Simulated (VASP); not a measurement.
**MgCuGe: single point with PBE**

MgCuGe:

```
Mg Cu Ge
1.0
     4.00530    0.00000    0.00000
     0.00000    4.00530    0.00000
     0.00000    0.00000    6.39475
Mg Cu Ge
2 2 2
Cartesian
  0.0000 0.0000 0.0000
  2.0027 2.0027 0.0000
  0.0000 2.0027 1.9059
  2.0027 0.0000 4.4888
  0.0000 2.0027 4.3355
  2.0027 0.0000 2.0592
```

```yaml
Program: VASP 6.6.1
Task: single point
Functional: PBE
Potentials_or_basis: VASP PAW PBE potentials, release 64 (Mg, Cu, Ge_d)
Cutoff: 520 eV
k_mesh: 2 × 2 × 1
Occupations: fermi-dirac, width 0.15 eV
Spin: no spin polarisation
```

| Quantity | Value |
| --- | --- |
| Pressure | -1.8 GPa |
| Largest force | 1.085 eV/Å |
| Band gap on the k mesh | zero (band 27 reaches 6.65 eV, above the bottom of band 28 at 3.67 eV) |

Forces on the atoms (eV/Å):
```
Mg   0.000  0.000  0.000
Mg   0.000  0.000  0.000
Cu   0.000  0.000 -0.125
Cu   0.000  0.000  0.125
Ge   0.000  0.000 -1.085
Ge   0.000  0.000  1.085
```

Stress tensor (GPa, compression positive):
```
-4.28  0.00  0.00
 0.00 -4.28  0.00
 0.00  0.00  3.30
```

Levels at points of the mesh, in eV from the Fermi level:
```tsv
k point	band 23	band 24	band 25	band 26	band 27	band 28	band 29	band 30
(0.00, 0.00, 0.00)	-2.90	-1.32	-1.32	-0.85	1.02	1.02	1.07	1.26
(0.50, 0.00, 0.00)	-2.78	-2.78	-2.04	-2.04	1.34	1.34	2.93	2.93
(0.50, 0.50, 0.00)	-2.51	-2.51	-2.02	-2.02	-1.63	-1.63	-1.58	-1.58
```

Run time: 17 s on 1 thread of Intel Xeon 6975P-C (shared host), peak memory 0.2 GiB.

Caveat: the k points lie up to 0.98 Å⁻¹ apart; forces of over 1 eV/Å act on the atoms, so gaps and moduli don't describe the material at rest.
